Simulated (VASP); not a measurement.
Input of a VASP 6.6.1 run:

Contents of INCAR:

```
SYSTEM = InP
  PREC = Accurate
  ENCUT = 450
  EDIFF = 1E-7
  ISMEAR = 0
  SIGMA = 0.02
  LREAL = .FALSE.
  LASPH = .TRUE.
  NELM = 120
  ALGO = Normal
  ISIF = 2
  LWAVE = .FALSE.
  LCHARG = .FALSE.
  GGA = PS
  IBRION = 2
  NSW = 60
  EDIFFG = -0.002
  GGA_COMPAT = .FALSE.
  NELMIN = 4
```

Contents of KPOINTS:

```
regular mesh
0
G
  10 10 10
  0 0 0
```

File POSCAR:

```
InP
1.0
    0.0000000000      2.9685800016      2.9215529917
    2.9685800016      0.0000000000      2.9215529917
    2.9685800016      2.9685800016      0.0000000000
In P
1 1
Direct
    0.0000000000      0.0000000000      0.0000000000
    0.2500000000      0.2500000000      0.2500000000
```

Potentials or basis: VASP PAW PBE potentials, release 64 (In_d, P).

The run is started by

```sh
$ cat potpaw_PBE.64/In_d/POTCAR potpaw_PBE.64/P/POTCAR > POTCAR
$ mpirun -np 1 vasp_std > vasp.out
```

Problem. Estimate the band gap on the k mesh.

Solution. 0.44 eV, direct.

Stress tensor (GPa, compression positive):
```
-1.10  0.00  0.00
 0.00 -1.10  0.00
 0.00  0.00 -0.45
```

Caveat: the cell differs from its parent crystal (strained cell); the relaxation stopped at its first step, so nothing moved; the PAW data sets were made with another functional, which shifts forces and pressure a little; spin-orbit coupling is left out, which moves the levels of the heavy elements.
